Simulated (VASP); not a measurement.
Here is a VASP 6.6.1 calculation.

File INCAR:

```
SYSTEM = Re
  PREC = Accurate
  ENCUT = 600
  EDIFF = 1E-6
  ISMEAR = 1
  SIGMA = 0.6
  LREAL = .False.
  LASPH = .True.
  NELM = 120
  ALGO = Normal
  ISIF = 2
  LWAVE = .False.
  LCHARG = .False.
  GGA = CA
  NBANDS = 14
  GGA_COMPAT = .False.
```

File KPOINTS:

```
Automatic mesh
0
Gamma
  13 13 7
  0 0 0
```

Contents of POSCAR:

```
Re
1.0
    2.7391880258      0.0000000000      0.0000000000
   -1.3695940129      2.3722064161      0.0000000000
    0.0000000000      0.0000000000      4.4118668232
Re
2
Direct
    0.3333333333      0.6666666667      0.2500000000
    0.6666666667      0.3333333333      0.7500000000
```

Potentials or basis: VASP PAW LDA potentials, release 64 (Re).

Command:

```bash
$ cat potpaw_LDA.64/Re/POTCAR > POTCAR
$ mpirun -np 1 vasp_std > vasp.out
```

(1) Predict the pressure.

(2) What does it give for the band gap on the k mesh?

Answers

(1) 1.5 GPa.

(2) zero (band 7 reaches 9.55 eV, above the bottom of band 8 at 6.50 eV).

Caveat: spin-orbit coupling is left out, which moves the levels of the heavy elements.
